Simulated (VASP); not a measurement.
Set up this calculation in VASP 6.6.1, as the native input.

```yaml
Task: single point
Functional: PBE
Potentials_or_basis: VASP PAW PBE potentials, release 64 (Pt)
Cutoff: 520 eV
k_mesh: 20 × 20 × 20
Occupations: gaussian, width 0.15 eV
Spin: no spin polarisation
Dipole_correction: no
Further_INCAR_settings: ALGO = Fast; EDIFF = 1e-06; NBANDS = 11
```

The structure of Pt lies in POSCAR:

```
Pt
1.0
    0.2977447067      2.1338370649      2.1338370649
    2.1338370649      0.2977447067      2.1338370649
    2.1338370649      2.1338370649      0.2977447067
Pt
1
Direct
    0.0000000000      0.0000000000      0.0000000000
```

The input as run:

INCAR

```
SYSTEM = Pt
PREC = Accurate
ENCUT = 520
EDIFF = 1E-6
ISMEAR = 0
SIGMA = 0.15
LREAL = .False.
LASPH = .True.
NELM = 100
ALGO = Fast
ISIF = 2
LWAVE = .False.
LCHARG = .False.
GGA = PE
NBANDS = 11
```

KPOINTS

```
regular mesh
0
Gamma
  20 20 20
  0 0 0
```

Potentials or basis: VASP PAW PBE potentials, release 64 (Pt).

Command:

```console
$ cat potpaw_PBE.64/Pt/POTCAR > POTCAR
$ mpirun -np 1 vasp_std > vasp.out
```

Results of the run:

```
Pressure               : 19.8 GPa
Band gap on the k mesh : zero (bands 5 and 6 overlap by 2.65 eV)
```

Caveat: the cell stands under pressure; spin-orbit coupling is left out, which moves the levels of the heavy elements.

Wall time 99 s on 1 thread of Intel Xeon 8259CL (shared host), peak memory 0.26 GiB.
